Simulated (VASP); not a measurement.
# TiAl (Pm-3m) in VASP: further runs

Runs on TiAl. Level: PBEsol. Tasks: single point, relaxation of cell and atoms.

All numbers are computed with VASP 6.6.1; they aren't measurements. Logs are shortened: lines on timing, memory, paths and dates and some standing lists are left out, and cuts for length are marked.

### 1 The cell of the first run

The structure is cubic, space group Pm-3m (No. 221). The conventional cell has a = 3.156 Å, b = 3.156 Å, c = 3.156 Å, α = 90.00°, β = 90.00°, γ = 90.00°. Within 3.6 Å of Al (site symmetry m-3m) lie 8 Ti at 2.73 Å and 6 Al at 3.16 Å. Within 3.6 Å of Ti (site symmetry m-3m) lie 8 Al at 2.73 Å and 6 Ti at 3.16 Å.

### 2 Single point, PBEsol

File INCAR:

```
ALGO = Normal
EDIFF = 1E-6
ENCUT = 520
GGA = PS
ISIF = 2
ISMEAR = 0
LASPH = T
LCHARG = T
LELF = T
LREAL = F
LVHAR = T
LWAVE = F
NBANDS = 14
NELM = 60
PREC = Accurate
SIGMA = 0.1
```

File KPOINTS:

```
k-points
0
Gamma
  12 12 12
```

File POSCAR:

```
TiAl
1.0
    2.2319501993     -1.2886170483     -1.8223797065
    0.0000000000      2.5772340967     -1.8223797065
    2.2319501993      1.2886170483      1.8223797065
Al Ti
1 1
Direct
    1.0000000000      1.0000000000      1.0000000000
    0.5000000000      0.5000000000      0.5000000000
```

Potentials or basis: VASP PAW PBE potentials, release 64 (Al, Ti_sv).

On the command line:

```bash
> cat potpaw_PBE.64/Al/POTCAR potpaw_PBE.64/Ti_sv/POTCAR > POTCAR
> mpirun -np 1 vasp_std > vasp.out
```

OUTCAR:

```text
EDIFF = 1E-6
   ENCUT = 520
   GGA = PS
   ISIF = 2
   ISMEAR = 0
   LASPH = T
   LREAL = F
   NELM = 60
   PREC = Accurate

 ion  position               nearest neighbor table
   1  0.000  0.000  0.000-   2 2.73   2 2.73   2 2.73   2 2.73   2 2.73   2 2.73   2 2.73   2 2.73

   2  0.500  0.500  0.500-   1 2.73   1 2.73   1 2.73   1 2.73   1 2.73   1 2.73   1 2.73   1 2.73

  LATTYP: Found a simple cubic cell.
 ALAT       =     3.1564542423

  Lattice vectors:

 A1 = (   2.2319501993,  -1.2886170483,  -1.8223797065)
 A2 = (   0.0000000000,   2.5772340967,  -1.8223797065)
 A3 = (   2.2319501993,   1.2886170483,   1.8223797065)

Analysis of symmetry for initial positions (statically):
=====================================================================
 Subroutine PRICEL returns:
 Original cell was already a primitive cell.

 Routine SETGRP: Setting up the symmetry group for a
 simple cubic supercell.

 Subroutine GETGRP returns: Found 48 space group operations
 (whereof 48 operations were pure point group operations)
 out of a pool of 48 trial point group operations.

The static configuration has the point symmetry O_h .

Analysis of symmetry for dynamics (positions and initial velocities):
=====================================================================
 Subroutine PRICEL returns:
 Original cell was already a primitive cell.

 Routine SETGRP: Setting up the symmetry group for a
 simple cubic supercell.

 Subroutine GETGRP returns: Found 48 space group operations
 (whereof 48 operations were pure point group operations)
 out of a pool of 48 trial point group operations.

The dynamic configuration has the point symmetry O_h .

 Subroutine INISYM returns: Found 48 space group operations
 (whereof 48 operations are pure point group operations),
 and found     1 'primitive' translations

----------------------------------------------------------------------------------------

                                     Primitive cell

  volume of cell :      31.4484

  direct lattice vectors                    reciprocal lattice vectors
     2.231950199 -1.288617048 -1.822379707     0.224019335 -0.129337624 -0.182911021
     0.000000000  2.577234097 -1.822379707     0.000000000  0.258675247 -0.182911021
     2.231950199  1.288617048  1.822379707     0.224019335  0.129337624  0.182911021

  length of vectors
[... 91 lines left out ...]
   TEBEG  =    0.0;   TEEND  =   0.0 temperature during run
   PSTRESS=    0.0 pullay stress
   NELECT =      15.0000    total number of electrons
   NUPDOWN=      -1.0000    fix difference up-down
   EMIN   =  10.00;   EMAX   =-10.00  energy-range for DOS
   EFERMI =   0.00;   METHOD = LEGACY
   ISMEAR =     0;   SIGMA  =   0.10  broadening in eV -4-tet -1-fermi 0-gaus
   EFERMI_NEDOS =   21; number of points for ismear=-14 and -15
   IALGO  =     38    algorithm
   IMIX   =      4    mixing-type and parameters
     AMIX     =   0.40;   BMIX     =  1.00
     AMIX_MAG =   1.60;   BMIX_MAG =  1.00
  volume/ion in A,a.u.               =      15.72       106.11
  Fermi-wavevector in a.u.,A,eV,Ry     =   1.279104  2.417155 22.260577  1.636106
  Thomas-Fermi vector in A             =   2.411608
   LORBIT       =      0    0 simple, 1 ext, 2 COOP (PROOUT), +10 PAW based schemes
   GGA     = PS    functional components
   LHFCALC =     F    Hartree Fock is set to
   AEXX    =    0.0000 exact exchange contribution
   IVDW    =     0    specifies the selected vdW correction
   LEPSILON=     F    determine dielectric tensor
   LRPA    =     F    only Hartree local field effects (RPA)
 non-spin polarized calculation
 Gauss-broadening in eV      SIGMA  =   0.10
  energy-cutoff  :      520.00
  volume of cell :       31.45
 maximum number of plane-waves:       870
 NGX is ok and might be reduce to    24
   NGX = 11   NGY = 11   NGZ = 11

 number of electron      14.9999993 magnetization

 Free energy of the ion-electron system (eV)
  ---------------------------------------------------
  ext. energy  EPLUGINS =         0.00000000
  ---------------------------------------------------
  free energy    TOTEN  =       -12.97178570 eV

  energy without entropy =      -12.95874660  energy(sigma->0) =      -12.96526615

 E-fermi :   8.9047     XC(G=0): -11.2831

 val. band max:        8.9014207716   @ k =   0.3333   0.2500   0.2500
 cond. band min:       8.9126720883   @ k =   0.3333   0.2500   0.0833
 fundamental gap:      0.0112513167
 Fermi energy:         8.9046583471

 k-point     1 :       0.0000    0.0000    0.0000
  band No.  band energies     occupation
      1     -47.7194      2.00000
      2     -24.0192      2.00000
      3     -24.0192      2.00000
      4     -24.0192      2.00000
      5      -0.4493      2.00000
      6       7.4167      2.00000
      7       7.4167      2.00000
      8      10.7394      0.00000
      9      10.7394      0.00000
     10      10.7394      0.00000
     11      13.4242      0.00000
     12      13.4242      0.00000
     13      13.4242      0.00000
     14      17.8701      0.00000
[... 377 lines left out ...]
      1     -47.6917      2.00000
      2     -24.1749      2.00000
      3     -24.1376      2.00000
      4     -23.9912      2.00000
      5       3.2129      2.00000
      6       5.7186      2.00000
      7       7.1751      2.00000
      8       8.5403      2.00000
      9       9.5101      0.00000
     10       9.8617      0.00000
     11      11.8165      0.00000
     12      13.8169      0.00000
     13      14.9571      0.00000
     14      17.7510      0.00000

 [... further k-points ...]

------------------------ aborting loop because EDIFF is reached ----------------------------------------

  FORCE on cell =-STRESS in cart. coord.  units (eV):
  Direction    XX          YY          ZZ          XY          YZ          ZX
  --------------------------------------------------------------------------------------
  -------------------------------------------------------------------------------------
  Total       -0.0071806     -0.0071806     -0.0071806      0.0000000      0.0000000      0.0000000
  in kB       -0.3658243     -0.3658243     -0.3658243      0.0000000      0.0000000      0.0000000
  external PRESSURE =      -0.3658243 kB  Pullay stress =       0.0000000 kB

 VOLUME and BASIS-vectors are now :
 -----------------------------------------------------------------------------
  energy-cutoff  :      520.00
  volume of cell :       31.45
      direct lattice vectors                 reciprocal lattice vectors
     2.231950199 -1.288617048 -1.822379707     0.224019335 -0.129337624 -0.182911021
     0.000000000  2.577234097 -1.822379707     0.000000000  0.258675247 -0.182911021
     2.231950199  1.288617048  1.822379707     0.224019335  0.129337624  0.182911021

 POSITION                                       TOTAL-FORCE (eV/Angst)
 -----------------------------------------------------------------------------------
      0.00000      0.00000      0.00000        -0.000000     -0.000000      0.000000
      2.23195      1.28862     -0.91119         0.000000      0.000000     -0.000000
 -----------------------------------------------------------------------------------
    total drift:                               -0.000000     -0.000000     -0.000000

  FREE ENERGIE OF THE ION-ELECTRON SYSTEM (eV)
  ---------------------------------------------------
  free  energy   TOTEN  =       -12.9717857011 eV

  energy  without entropy=      -12.9587465993  energy(sigma->0) =      -12.96526615
```

Run time: 18 s. Hardware: 1 thread of AMD EPYC 9R45 (Zen 5), shared host; peak memory 0.13 GiB.

What came out:

```
Free energy : -12.9718 eV
Pressure    : 0.0 GPa
```

Levels at points of the mesh, in eV from the Fermi level:
| k point | band 3 | band 4 | band 5 | band 6 | band 7 | band 8 | band 9 | band 10 | band 11 | band 12 |
| --- | --- | --- | --- | --- | --- | --- | --- | --- | --- | --- |
| (0.00, 0.00, 0.00) | -32.92 | -32.92 | -9.35 | -1.49 | -1.49 | 1.83 | 1.83 | 1.83 | 4.52 | 4.52 |
| (0.50, 0.00, 0.00) | -32.91 | -32.91 | -6.04 | -5.25 | -0.57 | 0.14 | 0.14 | 2.05 | 3.10 | 6.56 |
| (0.50, 0.50, 0.00) | -33.08 | -32.89 | -5.07 | -2.09 | -2.09 | -1.50 | 0.70 | 0.70 | 2.83 | 4.83 |
| (0.50, 0.50, 0.50) | -33.06 | -33.06 | -3.16 | -3.16 | -3.16 | 0.78 | 2.90 | 2.90 | 2.97 | 2.97 |

Caveat: the PAW data sets were made with another functional, which shifts forces and pressure a little.

### 3 Relaxation of cell and atoms, PBEsol

This run uses another cell than the first one, of 16.56 Å³/atom, 1.053 times its volume.

File INCAR:

```
PREC     = Accurate       # precision mode
ENCUT    = 600            # plane-wave cutoff, eV
EDIFF    = 1E-6           # SCF threshold, eV
ISMEAR   = 0              # smearing method
SIGMA    = 0.1            # smearing width, eV
LREAL    = False          # projectors in reciprocal space
LASPH    = True           # aspherical terms in the spheres
NELM     = 60             # most SCF steps
ALGO     = Fast           # electronic algorithm
ISIF     = 3              # what is computed and relaxed
LWAVE    = False          # write WAVECAR
LCHARG   = False          # write CHGCAR
GGA      = PS             # functional
IBRION   = 2              # ionic algorithm
NSW      = 65             # ionic steps
EDIFFG   = -0.01          # ionic threshold
```

File KPOINTS:

```
regular mesh
0
Gamma
  12 12 12
```

File POSCAR:

```
TiAl
1.0
    2.2709589871     -1.3111387825     -1.8542302484
    0.0000000000      2.6222775651     -1.8542302484
    2.2709589871      1.3111387825      1.8542302484
Al Ti
1 1
Direct
    1.0000000000      1.0000000000      1.0000000000
    0.5000000000      0.5000000000      0.5000000000
```

Potentials or basis: VASP PAW PBE potentials, release 64 (Al, Ti_sv).

On the command line:

```bash
> cat potpaw_PBE.64/Al/POTCAR potpaw_PBE.64/Ti_sv/POTCAR > POTCAR
> mpirun -np 1 vasp_std > vasp.out
```

Run time: 4 min. Hardware: 1 thread of AMD EPYC 9R45 (Zen 5), shared host; peak memory 0.17 GiB.

Results (log left out):

| Property | Result |
| --- | --- |
| Free energy | -12.9726 eV |
| Relaxed volume | 15.73 Å³/atom |
| Relaxed cell | a = 3.157 Å, b = 3.157 Å, c = 3.157 Å, α = 90.00°, β = 90.00°, γ = 90.00° |
| Space group after relaxing (to 0.05 Å) | Pm-3m (No. 221) |
| Energy gained by relaxing | 15.0 meV/atom |
| Ionic steps | 14 |
| Pressure after relaxing | -0.1 GPa |

The path:
```csv
step,energy change (eV),largest force (eV/Å),pressure (GPa),volume (Å³)
1,0.0000,0.0000,-5.52,33.13
2,-0.0179,0.0000,4.00,30.46
3,-0.0300,0.0000,0.37,31.46
4,-0.0299,0.0000,-0.37,31.56
5,-0.0300,0.0000,-0.21,31.51
6,-0.0300,0.0000,-0.19,31.51
7,-0.0300,0.0000,-0.21,31.50
8,-0.0300,0.0000,-0.19,31.50
9,-0.0300,0.0000,-0.16,31.50
10,-0.0300,0.0000,-0.15,31.50
11,-0.0300,0.0000,-0.14,31.49
12,-0.0300,0.0000,-0.12,31.49
13,-0.0300,0.0000,-0.14,31.48
14,-0.0300,0.0000,-0.07,31.47
```

Final structure:
```cif
data_structure
_symmetry_space_group_name_H-M 'P 1'
_symmetry_Int_Tables_number 1
_cell_length_a 3.1570
_cell_length_b 3.1570
_cell_length_c 3.1570
_cell_angle_alpha 90.000
_cell_angle_beta 90.000
_cell_angle_gamma 90.000
_cell_volume 31.47
loop_
_atom_site_label
_atom_site_type_symbol
_atom_site_fract_x
_atom_site_fract_y
_atom_site_fract_z
_atom_site_occupancy
Al1 Al 0.00000 0.00000 0.00000 1
Ti1 Ti 0.50000 0.50000 0.50000 1
```

Levels at points of the mesh, in eV from the Fermi level:
```csv
k point,band 3,band 4,band 5,band 6,band 7,band 8,band 9,band 10,band 11
"(0.00, 0.00, 0.00)",-32.93,-32.93,-9.35,-1.49,-1.49,1.83,1.83,1.83,4.52
"(0.50, 0.00, 0.00)",-32.91,-32.91,-6.04,-5.25,-0.57,0.14,0.14,2.05,3.09
"(0.50, 0.50, 0.00)",-33.09,-32.89,-5.06,-2.09,-2.09,-1.50,0.70,0.70,2.83
"(0.50, 0.50, 0.50)",-33.06,-33.06,-3.16,-3.16,-3.16,0.78,2.90,2.90,2.97
```

Caveat: the PAW data sets were made with another functional, which shifts forces and pressure a little.
